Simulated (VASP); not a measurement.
# Al (P1) in VASP: single point with PBEsol

Aim: the single point of Al with PBEsol.

All numbers are computed with VASP 6.6.1; they aren't measurements. Logs are shortened: lines on timing, memory, paths and dates and some standing lists are left out, and cuts for length are marked.

## (1) The cell of the first run

The typed cell holds 16 atoms: a = 7.011 Å, b = 7.011 Å, c = 7.011 Å, α = 109.47°, β = 109.47°, γ = 109.47°.

## (2) Single point, PBEsol

The input, INCAR:

```
PREC = Accurate ; ENCUT = 520
EDIFF = 1E-6 ; ISMEAR = -1
SIGMA = 0.05 ; LREAL = Auto
LASPH = T ; NELM = 80
ALGO = Normal ; ISIF = 2
LWAVE = F ; LCHARG = F
GGA = PS ; NBANDS = 38
```

The input, KPOINTS:

```
Automatic mesh
0
Gamma
  4 4 4
  0.5 0.5 0.5
```

The input, POSCAR:

```
Al
1.0
   -4.0479600000     -4.0479600000      4.0479600000
    4.0479600000     -4.0479600000     -4.0479600000
    4.0479600000      4.0479600000      4.0479600000
Al
16
Direct
    0.2544652121      0.7543428048      0.0032751065
   -0.0001854020      0.7544683001      0.2455683851
    0.4996268491      0.5073854485     -0.0024890315
    0.2445608405      0.5008306653      0.2468312434
   -0.0123916738      0.5067702003      0.5089905780
    0.7451354509      0.7419111108      0.4894576527
    0.4976536329      0.7658901027      0.7670210427
   -0.0038980128     -0.0239793624     -0.0010826441
    0.7531706094      0.2203475331     -0.0226609206
    0.5000314973      0.2421643247      0.2439105129
    0.2646624473      0.2596809257      0.5141841817
    0.0074743822      0.2544282799      0.7465129349
    0.7498309025      0.5033856560      0.7571634848
    0.7697711934      0.0148752705      0.2635854850
    0.4924721341     -0.0038872667      0.4929117383
    0.2376201840      0.0013861303      0.7468201267
```

Potentials or basis: VASP PAW PBE potentials, release 64 (Al).

On the command line:

```sh
$ cat potpaw_PBE.64/Al/POTCAR > POTCAR
$ mpirun -np 1 vasp_std > vasp.out
```

OUTCAR:

```text
PREC = Accurate
   ENCUT = 520
   EDIFF = 1E-6
   ISMEAR = -1
   LREAL = Auto
   LASPH = T
   NELM = 80
   ISIF = 2
   GGA = PS

 ion  position               nearest neighbor table
   1  0.254  0.754  0.003-   7 2.75   8 2.75  10 2.79  15 2.80   3 2.82   5 2.83   2 2.85   4 2.85
                            12 2.86  16 2.88  13 2.89  14 2.95
   2  1.000  0.754  0.246-   8 2.68  13 2.80  14 2.81  15 2.82   1 2.85   4 2.85   6 2.86   3 2.86
                            16 2.87  11 2.89   5 2.93   9 3.06
   3  0.500  0.507  0.998-  11 2.77   7 2.80  13 2.81   6 2.82   1 2.82  12 2.82   2 2.86   4 2.89
                            16 2.90  14 2.91  10 2.93   9 3.10
   4  0.245  0.501  0.247-   9 2.82  15 2.84   1 2.85   2 2.85  12 2.87   6 2.87   3 2.89  11 2.91
                            10 2.94   5 2.97   7 2.98   8 3.01
   5  0.988  0.507  0.509-   6 2.74  13 2.78  10 2.80  12 2.81  14 2.82  16 2.83   1 2.83   7 2.92
                             2 2.93   4 2.97  11 3.00   9 3.06
   6  0.745  0.742  0.489-   5 2.74   3 2.82  16 2.82   2 2.86  14 2.86  10 2.86   4 2.87  13 2.90
                            15 2.90   8 2.92  12 2.93   7 3.01
   7  0.498  0.766  0.767-   9 2.61   1 2.75   3 2.80  16 2.84  14 2.85   8 2.87  15 2.89  11 2.90
                             5 2.92  13 2.95   4 2.98   6 3.01
   8  0.996  0.976  0.999-   2 2.68  13 2.71   1 2.75   9 2.79  14 2.82  16 2.83   7 2.87  10 2.89
                             6 2.92  11 2.95   4 3.01  12 3.04
   9  0.753  0.220  0.977-   7 2.61  15 2.78  12 2.78   8 2.79   4 2.82  14 2.83  13 2.89  16 2.96
                            10 2.98   5 3.06   2 3.06   3 3.10
  10  0.500  0.242  0.244-   1 2.79   5 2.80  15 2.83  16 2.85  14 2.85   6 2.86   8 2.89  11 2.90
                             3 2.93  13 2.94   4 2.94   9 2.98
  11  0.265  0.260  0.514-   3 2.77  13 2.78  12 2.80  16 2.81  15 2.82  14 2.83   2 2.89  10 2.90
                             7 2.90   4 2.91   8 2.95   5 3.00
  12  0.007  0.254  0.747-  14 2.76  16 2.77   9 2.78  11 2.80   5 2.81   3 2.82   1 2.86   4 2.87
                            13 2.90   6 2.93  15 2.95   8 3.04
  13  0.750  0.503  0.757-   8 2.71  11 2.78   5 2.78   2 2.80   3 2.81   1 2.89   9 2.89   6 2.90
                            12 2.90  15 2.90  10 2.94   7 2.95
  14  0.770  0.015  0.264-  12 2.76   2 2.81   8 2.82   5 2.82   9 2.83  11 2.83   7 2.85  10 2.85
                             6 2.86  15 2.90   3 2.91   1 2.95
  15  0.492  0.996  0.493-   9 2.78   1 2.80  11 2.82   2 2.82  10 2.83   4 2.84   7 2.89   6 2.90
                            14 2.90  13 2.90  16 2.91  12 2.95
  16  0.238  0.001  0.747-  12 2.77  11 2.81   6 2.82   5 2.83   8 2.83   7 2.84  10 2.85   2 2.87
                             1 2.88   3 2.90  15 2.91   9 2.96

  LATTYP: Found a body centered cubic cell.
 ALAT       =     8.0959200000

  Lattice vectors:

 A1 = (  -4.0479600000,  -4.0479600000,   4.0479600000)
 A2 = (   4.0479600000,  -4.0479600000,  -4.0479600000)
 A3 = (   4.0479600000,   4.0479600000,   4.0479600000)

Analysis of symmetry for initial positions (statically):
=====================================================================
 Subroutine PRICEL returns:
 Original cell was already a primitive cell.

 Routine SETGRP: Setting up the symmetry group for a
 body centered cubic supercell.

 Subroutine GETGRP returns: Found  1 space group operations
 (whereof  1 operations were pure point group operations)
 out of a pool of 48 trial point group operations.

The static configuration has the point symmetry C_1 .

Analysis of symmetry for dynamics (positions and initial velocities):
=====================================================================
 Subroutine PRICEL returns:
 Original cell was already a primitive cell.

 Routine SETGRP: Setting up the symmetry group for a
 body centered cubic supercell.

 Subroutine GETGRP returns: Found  1 space group operations
 (whereof  1 operations were pure point group operations)
 out of a pool of 48 trial point group operations.

The dynamic configuration has the point symmetry C_1 .

 Subroutine INISYM returns: Found  1 space group operations
 (whereof  1 operations are pure point group operations),
 and found     1 'primitive' translations

----------------------------------------------------------------------------------------

                                     Primitive cell

  volume of cell :     265.3192

  direct lattice vectors                    reciprocal lattice vectors
    -4.047960000 -4.047960000  4.047960000     0.000000000 -0.123519007  0.123519007
     4.047960000 -4.047960000 -4.047960000     0.123519007 -0.123519007  0.000000000
[... 54 lines left out ...]
     0.030879752 -0.030879752  0.000000000     0.000000000  0.250000000  0.000000000
     0.030879752  0.000000000  0.030879752     0.000000000  0.000000000  0.250000000

  Length of vectors
     0.043670564  0.043670564  0.043670564

  Shift w.r.t. Gamma in fractional coordinates (k-lattice)
     0.500000000  0.500000000  0.500000000

 Subroutine IBZKPT returns following result:
 ===========================================

 Found     32 irreducible k-points:

 Following reciprocal coordinates:
            Coordinates               Weight
  0.125000  0.125000  0.125000      2.000000
  0.375000 -0.125000 -0.125000      2.000000
  0.125000  0.125000 -0.375000      2.000000
 -0.125000  0.375000 -0.125000      2.000000
  0.375000  0.125000  0.125000      2.000000
  0.125000  0.375000  0.125000      2.000000
[... 16 lines left out ...]
  0.375000  0.125000 -0.125000      2.000000
 -0.125000  0.125000  0.375000      2.000000
 [... further k-points ...]
   k-points           NKPTS =     32   k-points in BZ     NKDIM =     32   number of bands    NBANDS=     38
   number of dos      NEDOS =    301   number of ions     NIONS =     16
   total plane-waves  NPLWV = 157464
   dimension x,y,z NGX =    54 NGY =   54 NGZ =   54
   dimension x,y,z NGXF=   108 NGYF=  108 NGZF=  108
   ions per type =              16
   NGX,Y,Z   is equivalent  to a cutoff of  12.80, 12.80, 12.80 a.u.
   NGXF,Y,Z  is equivalent  to a cutoff of  25.61, 25.61, 25.61 a.u.
 SYSTEM =  unknown system
   PREC   = accura    normal or accurate (medium, high low for compatibility)
   ISTART =      0    job   : 0-new  1-cont  2-samecut
   ICHARG =      2    charge: 1-file 2-atom 10-const
   ISPIN  =      1    spin polarized calculation?
   LNONCOLLINEAR =      F non collinear calculations
   LSORBIT =      F    spin-orbit coupling
   LASPH  =      T    aspherical Exc in radial PAW
   ENCUT  =  520.0 eV  38.22 Ry    6.18 a.u.  13.04 13.04 13.04*2*pi/ulx,y,z
   NELM   =     80;   NELMIN=  2; NELMDL= -5     # of ELM steps
   EDIFF  = 0.1E-05   stopping-criterion for ELM
   LREAL  =      T    real-space projection
   EDIFFG = 0.1E-04   stopping-criterion for IOM
   NSW    =      0    number of steps for IOM
   IBRION =     -1    ionic relax: 0-MD 1-quasi-New 2-CG
   NFREE  =      0    steps in history (QN), initial steepest desc. (CG)
   ISIF   =      2    stress and relaxation
   ISYM   =      2    0-nonsym 1-usesym 2-fastsym
   POTIM  = 0.5000    time-step for ionic-motion
   TEBEG  =    0.0;   TEEND  =   0.0 temperature during run
   PSTRESS=    0.0 pullay stress
   NELECT =      48.0000    total number of electrons
   NUPDOWN=      -1.0000    fix difference up-down
   EMIN   =  10.00;   EMAX   =-10.00  energy-range for DOS
   EFERMI =   0.00;   METHOD = LEGACY
   ISMEAR =    -1;   SIGMA  =   0.05  broadening in eV -4-tet -1-fermi 0-gaus
   EFERMI_NEDOS =   21; number of points for ismear=-14 and -15
   IALGO  =     38    algorithm
   IMIX   =      4    mixing-type and parameters
     AMIX     =   0.40;   BMIX     =  1.00
     AMIX_MAG =   1.60;   BMIX_MAG =  1.00
  volume/ion in A,a.u.               =      16.58       111.90
  Fermi-wavevector in a.u.,A,eV,Ry     =   0.925903  1.749704 11.664236  0.857297
  Thomas-Fermi vector in A             =   2.051808
   LORBIT       =      0    0 simple, 1 ext, 2 COOP (PROOUT), +10 PAW based schemes
   GGA     = PS    functional components
   LHFCALC =     F    Hartree Fock is set to
   AEXX    =    0.0000 exact exchange contribution
   IVDW    =     0    specifies the selected vdW correction
   LEPSILON=     F    determine dielectric tensor
   LRPA    =     F    only Hartree local field effects (RPA)
 non-spin polarized calculation
  energy-cutoff  :      520.00
  volume of cell :      265.32
 maximum number of plane-waves:      7183
 NGX is ok and might be reduce to    54
   NGX = 27   NGY = 27   NGZ = 27

 number of electron      48.0000000 magnetization

 Free energy of the ion-electron system (eV)
  ---------------------------------------------------
  ext. energy  EPLUGINS =         0.00000000
  ---------------------------------------------------
  free energy    TOTEN  =       -64.92623967 eV

  energy without entropy =      -64.86027800  energy(sigma->0) =      -64.89325883

 E-fermi :   7.9765     XC(G=0): -10.2343

 val. band max:        7.9592789424   @ k =   0.1250   0.1250   0.1250
 cond. band min:       7.9899685269   @ k =   0.1250   0.1250  -0.3750
 fundamental gap:      0.0306895845
 Fermi energy:         7.9765457225

 k-point     1 :       0.1250    0.1250    0.1250
  band No.  band energies     occupation
      1      -2.7947      2.00000
      2      -0.6604      2.00000
      3      -0.5716      2.00000
      4      -0.4507      2.00000
      5       1.4803      2.00000
      6       1.5163      2.00000
[... 925 lines left out ...]
     35      10.7142      0.00000
     36      10.8653      0.00000

 [... further k-points ...]

 [bands above 36 left out]

------------------------ aborting loop because EDIFF is reached ----------------------------------------

  FORCE on cell =-STRESS in cart. coord.  units (eV):
  Direction    XX          YY          ZZ          XY          YZ          ZX
  --------------------------------------------------------------------------------------
  -------------------------------------------------------------------------------------
  Total       -1.6851260     -1.7574305     -1.9892913     -0.2986407      0.0329685      0.0115361
  in kB      -10.1759353    -10.6125592    -12.0126916     -1.8033951      0.1990861      0.0696628
  external PRESSURE =     -10.9337287 kB  Pullay stress =       0.0000000 kB

 VOLUME and BASIS-vectors are now :
 -----------------------------------------------------------------------------
  energy-cutoff  :      520.00
  volume of cell :      265.32
      direct lattice vectors                 reciprocal lattice vectors
    -4.047960000 -4.047960000  4.047960000     0.000000000 -0.123519007  0.123519007
     4.047960000 -4.047960000 -4.047960000     0.123519007 -0.123519007  0.000000000
     4.047960000  4.047960000  4.047960000     0.123519007  0.000000000  0.123519007

 POSITION                                       TOTAL-FORCE (eV/Angst)
 -----------------------------------------------------------------------------------
      2.03674     -4.07036     -2.01023        -0.034866      0.050887      0.014943
      0.00090     -6.10722      1.98720        -0.057474      0.371474      0.264441
      4.06929     -0.03846      4.00648        -0.044781      0.078994      0.286922
      2.03653     -2.01815     -0.03821        -0.000108      0.163280      0.200216
      0.11396     -3.98881      4.00679        -0.437799     -0.337532      0.139304
      1.96825     -4.03820      1.99436         0.340153      0.020537     -0.085060
[... 8 lines left out ...]
      4.03400     -4.03044     -0.04343        -0.051337     -0.108865      0.185451
      2.06683      2.05561      3.97936        -0.063240     -0.070671      0.242921
 -----------------------------------------------------------------------------------
    total drift:                               -0.000077     -0.006458     -0.003084

  FREE ENERGIE OF THE ION-ELECTRON SYSTEM (eV)
  ---------------------------------------------------
  free  energy   TOTEN  =       -64.9262396710 eV

  energy  without entropy=      -64.8602779952  energy(sigma->0) =      -64.89325883
```

It took 4.8 min on 1 thread of Intel Xeon 6975P-C (Granite Rapids), shared host; peak memory 0.47 GiB.

Results:

```
Free energy            : -64.9262 eV
Pressure               : -1.1 GPa
Largest force          : 0.919 eV/Å
Band gap on the k mesh : zero (bands 24 and 25 overlap by 1.08 eV)
```

Forces on the atoms (eV/Å):
```
Al  -0.035  0.051  0.015
Al  -0.057  0.371  0.264
Al  -0.045  0.079  0.287
Al   0.000  0.163  0.200
Al  -0.438 -0.338  0.139
Al   0.340  0.021 -0.085
Al  -0.678  0.217 -0.134
Al   0.256 -0.565 -0.281
Al   0.843 -0.341 -0.134
Al   0.094 -0.030 -0.160
Al  -0.092 -0.109 -0.370
Al   0.127  0.255 -0.019
Al  -0.189  0.154  0.007
Al  -0.012  0.251 -0.157
Al  -0.051 -0.109  0.185
Al  -0.063 -0.071  0.243
```

Stress tensor (GPa, compression positive):
```
-1.02 -0.18  0.01
-0.18 -1.06  0.02
 0.01  0.02 -1.20
```

Levels at points of the mesh, in eV from the Fermi level:
```tsv
k point	band 22	band 23	band 24	band 25	band 26	band 27
(0.12, 0.12, 0.12)	0.03	0.04	0.08	0.18	0.24	0.30
```

Caveat: the atoms stand as in a frame of molecular dynamics; the PAW data sets were made with another functional, which shifts forces and pressure a little.

The gap in the log of VASP goes by the Fermi energy; the results here count the filled bands.